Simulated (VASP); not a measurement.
Set up this calculation in VASP 6.6.1, as the native input.

```
Task                   : single point
Functional             : PBE
Dispersion             : D3(BJ)
Potentials or basis    : VASP PAW PBE potentials, release 64 (C)
Cutoff                 : 520 eV
k mesh                 : 21 × 21 × 12
Occupations            : gaussian, width 0.15 eV
Spin                   : no spin polarisation
Dipole correction      : no
Further INCAR settings : ALGO = Normal; EDIFF = 1e-07; NBANDS = 11
```

The structure of C lies in POSCAR:

```
C
1.0
    2.4851167323      0.0000000000      0.0000000000
   -1.2425583661      2.1521742215      0.0000000000
    0.0000000000      0.0000000000      3.6016171223
C
2
Direct
    0.3239632741      0.6479265481      0.0000000000
    0.6760367259      0.3520734519      0.0000000000
```

This cell differs from its parent crystal: atoms displaced along a vibrational mode, the cell strained.

The input as run:

INCAR

```
SYSTEM = C
  ALGO = Normal
  EDIFF = 1E-7
  ENCUT = 520
  GGA = PE
  ISIF = 2
  ISMEAR = 0
  IVDW = 12
  LASPH = .TRUE.
  LCHARG = .FALSE.
  LREAL = .FALSE.
  LWAVE = .FALSE.
  NBANDS = 11
  NELM = 80
  PREC = Accurate
  SIGMA = 0.15
```

KPOINTS

```
k-points
0
G
  21 21 12
  0 0 0
```

Potentials or basis: VASP PAW PBE potentials, release 64 (C).

Launch:

```console
$ cat potpaw_PBE.64/C/POTCAR > POTCAR
$ mpirun -np 1 vasp_std > vasp.out
```

It gave:

The pressure is -3.7 GPa and the largest force is 3.682 eV/Å. The band gap on the k mesh is zero (bands 4 and 5 overlap by 0.16 eV) and the dispersion energy per atom is -0.143 eV.

Caveat: the cell differs from its parent crystal (atoms displaced along a vibrational mode, the cell strained); the cell stands under tension; forces of over 1 eV/Å act on the atoms, so gaps and moduli don't describe the material at rest.

Wall time 2.2 min on 1 thread of Intel(R) Xeon(R) Platinum 8259CL CPU @ 2.50GHz (Skylake/Cascade Lake), with other jobs on the host, peak memory 0.25 GiB.
